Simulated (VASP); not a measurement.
# BeSeO4 (P6_3mc) in VASP: notebook

BeSeO4 is run at these levels: PBE; tasks: single point.

All numbers are computed with VASP 6.6.1; they aren't measurements. Logs are shortened: lines on timing, memory, paths and dates and some standing lists are left out, and cuts for length are marked.

### Step 1. The cell of the first run

It takes space group P6_3mc (No. 186, hexagonal). Conventional cell: a = 5.319 Å, b = 5.319 Å, c = 8.680 Å, α = 90.00°, β = 90.00°, γ = 120.00°. Be (site symmetry 3m) has 4 O at 1.62 Å within 2.2 Å. Within 2.2 Å of Se (site symmetry 3m) lie 4 O at 1.63 Å. Within 2.2 Å of O (site symmetry 3m) lie 1 Be at 1.62 Å and 1 Se at 1.63 Å. O (site symmetry m) has 1 Be at 1.62 Å and 1 Se at 1.63 Å within 2.2 Å.

The cell was built from a structure type or drawn by symmetry, and may not be a known phase.

### Step 2. Single point, PBE

The input, INCAR:

```
SYSTEM = BeSeO4
PREC     = Accurate       ! precision mode
ENCUT    = 520            ! plane-wave cutoff, eV
EDIFF    = 1E-6           ! SCF threshold, eV
ISMEAR   = 0              ! smearing method
SIGMA    = 0.1            ! smearing width, eV
LREAL    = .False.        ! projectors in reciprocal space
LASPH    = .True.         ! aspherical terms in the spheres
NELM     = 60             ! most SCF steps
ALGO     = Normal         ! electronic algorithm
ISIF     = 2              ! what is computed and relaxed
LWAVE    = .False.        ! write WAVECAR
LCHARG   = .False.        ! write CHGCAR
GGA      = PE             ! functional
NBANDS   = 44             ! bands
```

The input, KPOINTS:

```
regular mesh
0
Gamma
  6 6 2
  0 0 0
```

The input, POSCAR:

```
BeSeO4
1.0
    5.3186627000      0.0000000000      0.0000000000
   -2.6593313000      4.6060970000      0.0000000000
    0.0000000000      0.0000000000      8.6802249000
Be Se O
2 2 8
Direct
    0.6666667000      0.3333333000      0.0775050000
    0.3333333000      0.6666667000      0.5775050000
    0.6666667000      0.3333333000      0.4524460000
    0.3333333000      0.6666667000      0.9524460000
    0.6666667000      0.3333333000      0.2642940000
    0.5005690000      0.0011380000      0.0148790000
    0.5005690000      0.4994310000      0.0148790000
    0.9988620000      0.4994310000      0.0148790000
    0.0011380000      0.5005690000      0.5148790000
    0.4994310000      0.5005690000      0.5148790000
    0.4994310000      0.9988620000      0.5148790000
    0.3333333000      0.6666667000      0.7642940000
```

Potentials or basis: VASP PAW PBE potentials, release 64 (Be, Se, O).

On the command line:

```
$ cat potpaw_PBE.64/Be/POTCAR potpaw_PBE.64/Se/POTCAR potpaw_PBE.64/O/POTCAR > POTCAR
$ mpirun -np 1 vasp_std > vasp.out
```

OUTCAR:

```text
SYSTEM = BeSeO4
   PREC = Accurate
   ENCUT = 520
   EDIFF = 1E-6
   ISMEAR = 0
   LREAL = .False.
   LASPH = .True.
   NELM = 60
   ISIF = 2
   GGA = PE

 ion  position               nearest neighbor table
   1  0.667  0.333  0.078-   5 1.62   6 1.62   8 1.62   7 1.62
   2  0.333  0.667  0.578-  12 1.62  11 1.62   9 1.62  10 1.62
   3  0.667  0.333  0.452-  11 1.63   9 1.63  10 1.63   5 1.63
   4  0.333  0.667  0.952-   6 1.63   8 1.63   7 1.63  12 1.63
   5  0.667  0.333  0.264-   1 1.62   3 1.63
   6  0.501  0.001  0.015-   1 1.62   4 1.63
   7  0.501  0.499  0.015-   1 1.62   4 1.63
   8  0.999  0.499  0.015-   1 1.62   4 1.63
   9  0.001  0.501  0.515-   2 1.62   3 1.63
  10  0.499  0.501  0.515-   2 1.62   3 1.63
  11  0.499  0.999  0.515-   2 1.62   3 1.63
  12  0.333  0.667  0.764-   2 1.62   4 1.63

  LATTYP: Found a hexagonal cell.
 ALAT       =     5.3186627000
 C/A-ratio  =     1.6320314691

  Lattice vectors:

 A1 = (   5.3186627000,   0.0000000000,   0.0000000000)
 A2 = (  -2.6593313000,   4.6060970000,   0.0000000000)
 A3 = (   0.0000000000,   0.0000000000,   8.6802249000)

Analysis of symmetry for initial positions (statically):
=====================================================================
 Subroutine PRICEL returns:
 Original cell was already a primitive cell.

 Routine SETGRP: Setting up the symmetry group for a
 hexagonal supercell.

 Subroutine GETGRP returns: Found 12 space group operations
 (whereof  6 operations were pure point group operations)
 out of a pool of 24 trial point group operations.

The static configuration has the point symmetry C_3v.
 The point group associated with its full space group is C_6v.

Analysis of symmetry for dynamics (positions and initial velocities):
=====================================================================
 Subroutine PRICEL returns:
 Original cell was already a primitive cell.

 Routine SETGRP: Setting up the symmetry group for a
 hexagonal supercell.

 Subroutine GETGRP returns: Found 12 space group operations
 (whereof  6 operations were pure point group operations)
 out of a pool of 24 trial point group operations.

The dynamic configuration has the point symmetry C_3v.
 The point group associated with its full space group is C_6v.

 Subroutine INISYM returns: Found 12 space group operations
 (whereof  6 operations are pure point group operations),
 and found     1 'primitive' translations

----------------------------------------------------------------------------------------

                                     Primitive cell

  volume of cell :     212.6505

  direct lattice vectors                    reciprocal lattice vectors
     5.318662700  0.000000000  0.000000000     0.188017187  0.108551772  0.000000000
    -2.659331300  4.606097000  0.000000000     0.000000000  0.217103548  0.000000000
     0.000000000  0.000000000  8.680224900     0.000000000  0.000000000  0.115204388

  length of vectors
     5.318662700  5.318662664  8.680224900     0.217103546  0.217103548  0.115204388

  position of ions in fractional coordinates (direct lattice)
     0.666666700  0.333333300  0.077505000
     0.333333300  0.666666700  0.577505000
     0.666666700  0.333333300  0.452446000
     0.333333300  0.666666700  0.952446000
     0.666666700  0.333333300  0.264294000
     0.500569000  0.001138000  0.014879000
     0.500569000  0.499431000  0.014879000
     0.998862000  0.499431000  0.014879000
     0.001138000  0.500569000  0.514879000
     0.499431000  0.500569000  0.514879000
     0.499431000  0.998862000  0.514879000
     0.333333300  0.666666700  0.764294000

  ion indices of the primitive-cell ions
   primitive index   ion index
                 1           1
                 2           2
                 3           3
                 4           4
                 5           5
                 6           6
                 7           7
                 8           8
                 9           9
                10          10
                11          11
                12          12

----------------------------------------------------------------------------------------

 KPOINTS: regular mesh

Automatic generation of k-mesh.
 Grid dimensions read from file:
 generate k-points for:    6    6    2

 Generating k-lattice:

  Cartesian coordinates                     Fractional coordinates (reciprocal lattice)
     0.031336198  0.018091962  0.000000000     0.166666667  0.000000000  0.000000000
     0.000000000  0.036183925  0.000000000     0.000000000  0.166666667  0.000000000
     0.000000000  0.000000000  0.057602194     0.000000000  0.000000000  0.500000000

  Length of vectors
     0.036183924  0.036183925  0.057602194

  Shift w.r.t. Gamma in fractional coordinates (k-lattice)
     0.000000000  0.000000000  0.000000000

 Subroutine IBZKPT returns following result:
 ===========================================

 Found     14 irreducible k-points:

 Following reciprocal coordinates:
            Coordinates               Weight
  0.000000  0.000000  0.000000      1.000000
  0.166667  0.000000  0.000000      6.000000
  0.333333  0.000000  0.000000      6.000000
  0.500000  0.000000  0.000000      3.000000
  0.166667  0.166667  0.000000      6.000000
  0.333333  0.166667  0.000000     12.000000
  0.333333  0.333333  0.000000      2.000000
  0.000000  0.000000  0.500000      1.000000
  0.166667  0.000000  0.500000      6.000000
  0.333333  0.000000  0.500000      6.000000
  0.500000  0.000000  0.500000      3.000000
  0.166667  0.166667  0.500000      6.000000
  0.333333  0.166667  0.500000     12.000000
  0.333333  0.333333  0.500000      2.000000
   k-points           NKPTS =     14   k-points in BZ     NKDIM =     14   number of bands    NBANDS=     44
   number of dos      NEDOS =    301   number of ions     NIONS =     12
   total plane-waves  NPLWV = 112000
   dimension x,y,z NGX =    40 NGY =   40 NGZ =   70
   dimension x,y,z NGXF=    80 NGYF=   80 NGZF=  140
   ions per type =               2   2   8
   NGX,Y,Z   is equivalent  to a cutoff of  12.50, 12.50, 13.41 a.u.
   NGXF,Y,Z  is equivalent  to a cutoff of  25.01, 25.01, 26.81 a.u.
 SYSTEM =  BeSeO4
   PREC   = accura    normal or accurate (medium, high low for compatibility)
   ISTART =      0    job   : 0-new  1-cont  2-samecut
   ICHARG =      2    charge: 1-file 2-atom 10-const
   ISPIN  =      1    spin polarized calculation?
   LNONCOLLINEAR =      F non collinear calculations
   LSORBIT =      F    spin-orbit coupling
   LASPH  =      T    aspherical Exc in radial PAW
   ENCUT  =  520.0 eV  38.22 Ry    6.18 a.u.   9.89  9.89 16.14*2*pi/ulx,y,z
   NELM   =     60;   NELMIN=  2; NELMDL= -5     # of ELM steps
   EDIFF  = 0.1E-05   stopping-criterion for ELM
   LREAL  =      F    real-space projection
   EDIFFG = 0.1E-04   stopping-criterion for IOM
   NSW    =      0    number of steps for IOM
   IBRION =     -1    ionic relax: 0-MD 1-quasi-New 2-CG
   NFREE  =      0    steps in history (QN), initial steepest desc. (CG)
   ISIF   =      2    stress and relaxation
   ISYM   =      2    0-nonsym 1-usesym 2-fastsym
   POTIM  = 0.5000    time-step for ionic-motion
   TEBEG  =    0.0;   TEEND  =   0.0 temperature during run
   PSTRESS=    0.0 pullay stress
   NELECT =      64.0000    total number of electrons
   NUPDOWN=      -1.0000    fix difference up-down
   EMIN   =  10.00;   EMAX   =-10.00  energy-range for DOS
   EFERMI =   0.00;   METHOD = LEGACY
   ISMEAR =     0;   SIGMA  =   0.10  broadening in eV -4-tet -1-fermi 0-gaus
   EFERMI_NEDOS =   21; number of points for ismear=-14 and -15
   IALGO  =     38    algorithm
   IMIX   =      4    mixing-type and parameters
     AMIX     =   0.40;   BMIX     =  1.00
     AMIX_MAG =   1.60;   BMIX_MAG =  1.00
  volume/ion in A,a.u.               =      17.72       119.59
  Fermi-wavevector in a.u.,A,eV,Ry     =   1.097099  2.073217 16.376342  1.203627
  Thomas-Fermi vector in A             =   2.233453
   LORBIT       =      0    0 simple, 1 ext, 2 COOP (PROOUT), +10 PAW based schemes
   GGA     = PE    functional components
   LHFCALC =     F    Hartree Fock is set to
   AEXX    =    0.0000 exact exchange contribution
   IVDW    =     0    specifies the selected vdW correction
   LEPSILON=     F    determine dielectric tensor
   LRPA    =     F    only Hartree local field effects (RPA)
 non-spin polarized calculation
 Gauss-broadening in eV      SIGMA  =   0.10
  energy-cutoff  :      520.00
  volume of cell :      212.65
 maximum number of plane-waves:      5748
 NGX is ok and might be reduce to    40
   NGX = 19   NGY = 19   NGZ = 33

 number of electron      63.9999984 magnetization

 Free energy of the ion-electron system (eV)
  ---------------------------------------------------
  ext. energy  EPLUGINS =         0.00000000
  ---------------------------------------------------
  free energy    TOTEN  =       -68.37564769 eV

  energy without entropy =      -68.37564769  energy(sigma->0) =      -68.37564769

 E-fermi :  -1.6729     XC(G=0):  -7.1918

 val. band max:       -2.1260202933   @ k =   0.0000   0.0000   0.0000
 cond. band min:       1.3355228083   @ k =   0.0000   0.0000   0.0000
 fundamental gap:      3.4615431015
 Fermi energy:        -1.6729414942

 k-point     1 :       0.0000    0.0000    0.0000
  band No.  band energies     occupation
      1     -23.5799      2.00000
      2     -23.4826      2.00000
      3     -20.1639      2.00000
      4     -19.8718      2.00000
      5     -19.8718      2.00000
      6     -19.8591      2.00000
[... 36 lines left out ...]
     43       6.9680      0.00000
     44       9.1710      0.00000
[... 570 lines left out ...]
      4     -20.2292      2.00000
      5     -19.8824      2.00000
      6     -19.8824      2.00000
[... 36 lines left out ...]
     43       7.6510      0.00000
     44       7.6510      0.00000

------------------------ aborting loop because EDIFF is reached ----------------------------------------

  FORCE on cell =-STRESS in cart. coord.  units (eV):
  Direction    XX          YY          ZZ          XY          YZ          ZX
  --------------------------------------------------------------------------------------
  -------------------------------------------------------------------------------------
  Total        0.9961623      0.9961623      1.0488628      0.0000000     -0.0000000      0.0000000
  in kB        7.5054060      7.5054060      7.9024684      0.0000001     -0.0000000      0.0000000
  external PRESSURE =       7.6377601 kB  Pullay stress =       0.0000000 kB

 VOLUME and BASIS-vectors are now :
 -----------------------------------------------------------------------------
  energy-cutoff  :      520.00
  volume of cell :      212.65
      direct lattice vectors                 reciprocal lattice vectors
     5.318662700  0.000000000  0.000000000     0.188017187  0.108551772  0.000000000
    -2.659331300  4.606097000  0.000000000     0.000000000  0.217103548  0.000000000
     0.000000000  0.000000000  8.680224900     0.000000000  0.000000000  0.115204388

 POSITION                                       TOTAL-FORCE (eV/Angst)
 -----------------------------------------------------------------------------------
      2.65933      1.53537      0.67276        -0.000000      0.000000     -0.002761
     -0.00000      3.07073      5.01287        -0.000000      0.000000     -0.002761
      2.65933      1.53537      3.92733        -0.000000      0.000000      0.005566
     -0.00000      3.07073      8.26745        -0.000000     -0.000000      0.005566
      2.65933      1.53537      2.29413        -0.000000      0.000000     -0.278393
      2.65933      0.00524      0.12915         0.000000      0.259747      0.091863
      1.33421      2.30043      0.12915         0.224948     -0.129874      0.091863
      3.98446      2.30043      0.12915        -0.224948     -0.129874      0.091863
     -1.32513      2.30567      4.46927         0.224948      0.129874      0.091863
      1.32513      2.30567      4.46927        -0.224948      0.129874      0.091863
      0.00000      4.60086      4.46927        -0.000000     -0.259747      0.091863
     -0.00000      3.07073      6.63424        -0.000000      0.000000     -0.278393
 -----------------------------------------------------------------------------------
    total drift:                                0.000198     -0.000117      0.000093

  FREE ENERGIE OF THE ION-ELECTRON SYSTEM (eV)
  ---------------------------------------------------
  free  energy   TOTEN  =       -68.3756476947 eV

  energy  without entropy=      -68.3756476947  energy(sigma->0) =      -68.37564769
```

It took 4.7 min on 1 thread of Intel Xeon 8259CL, shared host; peak memory 0.39 GiB.

What came out:

| Quantity | Value |
| --- | --- |
| Free energy | -68.3756 eV |
| Pressure | 0.8 GPa |
| Largest force | 0.278 eV/Å |
| Band gap on the k mesh | 3.46 eV |

Forces on the atoms (eV/Å):
```
Be   0.000  0.000 -0.003
Be   0.000  0.000 -0.003
Se   0.000  0.000  0.006
Se   0.000  0.000  0.006
O    0.000  0.000 -0.278
O    0.000  0.260  0.092
O    0.225 -0.130  0.092
O   -0.225 -0.130  0.092
O    0.225  0.130  0.092
O   -0.225  0.130  0.092
O    0.000 -0.260  0.092
O    0.000  0.000 -0.278
```

A k mesh can miss the band edges.

### Step 3. Single point, PBE

The input, INCAR:

```
SYSTEM = BeSeO4
PREC     = Accurate       ! precision mode
ENCUT    = 520            ! plane-wave cutoff, eV
EDIFF    = 1E-6           ! SCF threshold, eV
ISMEAR   = 0              ! smearing method
SIGMA    = 0.02           ! smearing width, eV
LREAL    = .False.        ! projectors in reciprocal space
LASPH    = .True.         ! aspherical terms in the spheres
NELM     = 100            ! most SCF steps
ALGO     = Normal         ! electronic algorithm
ISIF     = 2              ! what is computed and relaxed
LWAVE    = .False.        ! write WAVECAR
LCHARG   = .True.         ! write CHGCAR
GGA      = PE             ! functional
LELF     = .True.         ! ELF
LVHAR    = .True.       
NBANDS   = 44             ! bands
```

The input, KPOINTS:

```
Automatic mesh
0
Gamma
  6 6 4
  0 0 0
```

The input, POSCAR:

```
BeSeO4
1.0
    5.3186626929     -0.0000000289      0.0000000000
   -2.6593313214      4.6060970206      0.0000000000
    0.0000000000      0.0000000000      8.6802249000
Be Se O
2 2 8
Direct
    0.6666666667      0.3333333333      0.0775050000
    0.3333333333      0.6666666667      0.5775050000
    0.6666666667      0.3333333333      0.4524460000
    0.3333333333      0.6666666667      0.9524460000
    0.6666666667      0.3333333333      0.2642940000
    0.5005690000      0.0011380000      0.0148790000
    0.5005690000      0.4994310000      0.0148790000
    0.9988620000      0.4994310000      0.0148790000
    0.0011380000      0.5005690000      0.5148790000
    0.4994310000      0.5005690000      0.5148790000
    0.4994310000      0.9988620000      0.5148790000
    0.3333333333      0.6666666667      0.7642940000
```

Potentials or basis: VASP PAW PBE potentials, release 64 (Be, Se, O).

On the command line:

```
$ cat potpaw_PBE.64/Be/POTCAR potpaw_PBE.64/Se/POTCAR potpaw_PBE.64/O/POTCAR > POTCAR
$ mpirun -np 1 vasp_std > vasp.out
```

Wall time 6.2 min (1 thread of Intel Xeon 8259CL, shared host); peak memory 0.43 GiB.

It converged, with:

| Quantity | Value |
| --- | --- |
| Free energy | -68.3756 eV |
| Pressure | 0.8 GPa |
| Largest force | 0.278 eV/Å |
| Band gap on the k mesh | 3.46 eV |

Forces on the atoms (eV/Å):
```
Be   0.000  0.000 -0.003
Be   0.000  0.000 -0.003
Se   0.000  0.000  0.005
Se   0.000  0.000  0.005
O    0.000  0.000 -0.278
O    0.000  0.260  0.092
O    0.225 -0.130  0.092
O   -0.225 -0.130  0.092
O    0.225  0.130  0.092
O   -0.225  0.130  0.092
O    0.000 -0.260  0.092
O    0.000  0.000 -0.278
```

Levels at points of the mesh, in eV from the valence-band top:
| k point | band 30 | band 31 | band 32 | band 33 | band 34 | band 35 |
| --- | --- | --- | --- | --- | --- | --- |
| (0.00, 0.00, 0.00) | -0.02 | 0.00 | 0.00 | 3.46 | 4.26 | 6.66 |
| (0.50, 0.00, 0.00) | -0.67 | -0.43 | -0.01 | 4.43 | 4.75 | 7.60 |
| (0.00, 0.00, 0.50) | -0.36 | 0.00 | 0.00 | 3.93 | 3.93 | 7.08 |
| (0.50, 0.00, 0.50) | -0.54 | -0.25 | -0.25 | 4.52 | 4.52 | 7.65 |

A k mesh can miss the band edges.
